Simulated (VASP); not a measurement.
Input of a VASP 6.6.1 run:

The input INCAR:

```
SYSTEM = AlN
  PREC = Accurate
  ENCUT = 520
  EDIFF = 1E-8
  ISMEAR = 0
  SIGMA = 0.01
  LREAL = .FALSE.
  LASPH = .TRUE.
  NELM = 80
  ALGO = Normal
  ISIF = 2
  LWAVE = .FALSE.
  LCHARG = .TRUE.
  GGA = CA
  IBRION = 8
  NSW = 1
  LEPSILON = .TRUE.
```

File KPOINTS:

```
Automatic mesh
0
G
  8 8 8
  0 0 0
```

POSCAR

```
AlN
1.0
    0.0000000000      2.1711430934      2.1711430934
    2.1711430934      0.0000000000      2.1711430934
    2.1711430934      2.1711430934      0.0000000000
Al N
1 1
Direct
    0.0000000000      0.0000000000      0.0000000000
    0.2500000000      0.2500000000      0.2500000000
```

Potentials or basis: VASP PAW LDA potentials, release 64 (Al, N).

Launch:

```bash
$ cat potpaw_LDA.64/Al/POTCAR potpaw_LDA.64/N/POTCAR > POTCAR
$ mpirun -np 1 vasp_std > vasp.out
```

Problem. What does it give for the electronic dielectric tensor (diagonal)?

Solution. 4.56.

Problem. Predict the Born charges (mean of the diagonal).

Solution. Al +2.53; N -2.53 e.

Problem. What does it give for the highest phonon frequency at Γ, LO-TO splitting left out?

Solution. 671 cm⁻¹.

Born effective charge tensors (e):
atom 1, Al
```
2.53 0.00 0.00
0.00 2.53 0.00
0.00 0.00 2.53
```
atom 2, N
```
-2.53  0.00  0.00
 0.00 -2.53  0.00
 0.00  0.00 -2.53
```
